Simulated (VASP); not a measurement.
Write the native input for VASP 6.6.1 that does the following.

```
Task                   : single point
Functional             : PBEsol
Potentials or basis    : VASP PAW PBE potentials, release 64 (Na_pv, Cl)
Cutoff                 : 520 eV
k mesh                 : 8 × 8 × 8
Occupations            : gaussian, width 0.05 eV
Spin                   : no spin polarisation
Dipole correction      : no
Further INCAR settings : ALGO = Normal; EDIFF = 1e-07; NBANDS = 14
```

The structure of NaCl lies in POSCAR:

```
NaCl
1.0
    0.0000000000      2.7963531250      2.8317500000
    2.8671468750      0.0000000000      2.8317500000
    2.8671468750      2.7963531250      0.0000000000
Na Cl
1 1
Direct
    0.0000000000      0.0000000000      0.0000000000
    0.5000000000      0.5000000000      0.5000000000
```

This cell differs from its parent crystal: strain +0.0125 x Voigt [1, -1, 0, 0, 0, 0].

The input as run:

INCAR

```
SYSTEM = NaCl
  PREC = Accurate
  ENCUT = 520
  EDIFF = 1E-7
  ISMEAR = 0
  SIGMA = 0.05
  LREAL = .False.
  LASPH = .True.
  NELM = 80
  ALGO = Normal
  ISIF = 2
  LWAVE = .False.
  LCHARG = .False.
  GGA = PS
  NBANDS = 14
```

KPOINTS

```
regular mesh
0
Gamma
  8 8 8
  0 0 0
```

Potentials or basis: VASP PAW PBE potentials, release 64 (Na_pv, Cl).

The run is started by

```sh
$ cat potpaw_PBE.64/Na_pv/POTCAR potpaw_PBE.64/Cl/POTCAR > POTCAR
$ mpirun -np 1 vasp_std > vasp.out
```

Results of the run:

```json
{
 "Pressure": "-0.7 GPa",
 "Band gap on the k mesh": "4.88 eV, direct"
}
```

Caveat: the cell differs from its parent crystal (strain +0.0125 x Voigt [1, -1, 0, 0, 0, 0]); the PAW data sets were made with another functional, which shifts forces and pressure a little.

Run time: 51 s on 1 thread of Intel(R) Xeon(R) Platinum 8259CL CPU @ 2.50GHz (Skylake/Cascade Lake), on a shared host, peak memory 0.19 GiB.
